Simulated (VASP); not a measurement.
FeSi: single point with PBE+U

FeSi:

```xyz
8
Lattice="4.5507 0.0000 0.0000 0.0000 4.5507 0.0000 0.0000 0.0000 4.5507" Properties=species:S:1:pos:R:3 pbc="T T T"
Fe    0.6041    0.6041    0.6041
Fe    1.6713    3.9466    2.8794
Fe    2.8794    1.6713    3.9466
Fe    3.9466    2.8794    1.6713
Si    3.8191    3.8191    3.8191
Si    3.0070    0.7316    1.5437
Si    1.5437    3.0070    0.7316
Si    0.7316    1.5437    3.0070
```

| Property | Result |
| --- | --- |
| Program | VASP 6.6.1 |
| Task | single point |
| Functional | PBE |
| Potentials or basis | VASP PAW PBE potentials, release 64 (Fe_sv, Si) |
| Cutoff | 690 eV |
| k mesh | 8 × 8 × 8 |
| Occupations | gaussian, width 0.01 eV |
| Spin | no spin polarisation |
| Hubbard terms | Fe d U = 2.0 eV |

```
Pressure               : -13.9 GPa
Largest force          : 0.005 eV/Å
Band gap on the k mesh : 0.39 eV (least direct gap 0.40 eV)
```

Forces in eV/Å, atoms in the order of the input:
```
Fe  -0.003 -0.003 -0.003
Fe   0.003  0.003 -0.003
Fe  -0.003  0.003  0.003
Fe   0.003 -0.003  0.003
Si   0.003  0.003  0.003
Si  -0.003 -0.003  0.003
Si   0.003 -0.003 -0.003
Si  -0.003  0.003 -0.003
```

Levels at points of the mesh, in eV from the valence-band top:
| k point | band 38 | band 39 | band 40 | band 41 | band 42 | band 43 |
| --- | --- | --- | --- | --- | --- | --- |
| (0.00, 0.00, 0.00) | -0.34 | -0.14 | -0.14 | 0.78 | 0.78 | 0.78 |
| (0.50, 0.00, 0.00) | -0.45 | -0.08 | -0.08 | 0.43 | 0.43 | 1.76 |
| (0.50, 0.50, 0.00) | -0.93 | -0.41 | -0.41 | 0.79 | 0.79 | 1.35 |
| (0.50, 0.50, 0.50) | -0.66 | -0.66 | -0.66 | 0.72 | 0.72 | 0.72 |

Eigenvalues of the final occupation matrices:
| site | spin | trace | eigenvalues |
| --- | --- | --- | --- |
| site 1 d | 1 | 2.85 | 0.42 0.42 0.67 0.67 0.67 |
| site 1 d | 2 | 2.85 | 0.42 0.42 0.67 0.67 0.67 |
| site 2 d | 1 | 2.85 | 0.42 0.42 0.67 0.67 0.67 |
| site 2 d | 2 | 2.85 | 0.42 0.42 0.67 0.67 0.67 |
| site 3 d | 1 | 2.85 | 0.42 0.42 0.67 0.67 0.67 |
| site 3 d | 2 | 2.85 | 0.42 0.42 0.67 0.67 0.67 |
| site 4 d | 1 | 2.85 | 0.42 0.42 0.67 0.67 0.67 |
| site 4 d | 2 | 2.85 | 0.42 0.42 0.67 0.67 0.67 |

Wall time 4.8 min on 1 thread of Intel(R) Xeon(R) Platinum 8259CL CPU @ 2.50GHz (Skylake/Cascade Lake), with other jobs on the host, peak memory 0.38 GiB.

Caveat: the cell stands under tension; the U is typed as a test and isn't derived for this compound. A k mesh can miss the band edges.
